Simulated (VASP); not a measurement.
## Mg4H: single point with PBE

Slab: Mg4H, a slab with vacuum.

```
Mg H
1.0
     6.42014    0.00000    0.00000
     0.00000    5.13791    0.00000
     0.00000    0.00000   21.66448
Mg H
8 2
Cartesian
  0.0000 3.8534 4.0000
  3.2101 3.8534 4.0000
  1.6050 1.2845 4.9267
  4.8151 1.2845 4.9267
  1.6050 3.8534 6.8746
  4.8151 3.8534 6.8746
  0.0000 1.2845 7.6645
  3.2101 1.2845 7.6645
  4.2246 0.4282 8.7545
  5.4056 0.4282 8.7545
```

```
Program             : VASP 6.6.1
Task                : single point
Functional          : PBE
Potentials or basis : VASP PAW PBE potentials, release 64 (Mg, H)
Cutoff              : 520 eV
k mesh              : 4 × 5 × 1
Occupations         : gaussian, width 0.1 eV
Spin                : no spin polarisation
```

```yaml
Largest_force: 1.359 eV/Å
Band_gap_on_the_k_mesh: zero (band 9 reaches -1.46 eV, above the bottom of band 10 at -2.20 eV)
```

Forces in eV/Å, atoms in the order of the input:
```
Mg   0.037  0.059  0.208
Mg  -0.037  0.059  0.208
Mg   0.000 -0.071 -0.129
Mg   0.000 -0.084 -0.097
Mg   0.000  0.008 -0.032
Mg   0.000  0.088  0.030
Mg   0.880  0.690 -0.771
Mg  -0.880  0.690 -0.771
H    0.750 -0.719  0.677
H   -0.750 -0.719  0.677
```

Levels at points of the mesh, in eV from the Fermi level:
```csv
k point,band 5,band 6,band 7,band 8,band 9,band 10,band 11,band 12,band 13,band 14
"(0.00, 0.00, 0.00)",-2.40,-0.99,-0.90,-0.75,-0.20,0.16,1.04,1.18,1.75,2.09
"(0.50, 0.00, 0.00)",-2.23,-0.74,-0.04,-0.02,0.57,0.68,0.92,0.97,1.60,1.76
```

It took 4.4 min on 1 thread of Oxide Virtual Turin-like Processor, with other jobs on the host, peak memory 0.62 GiB.
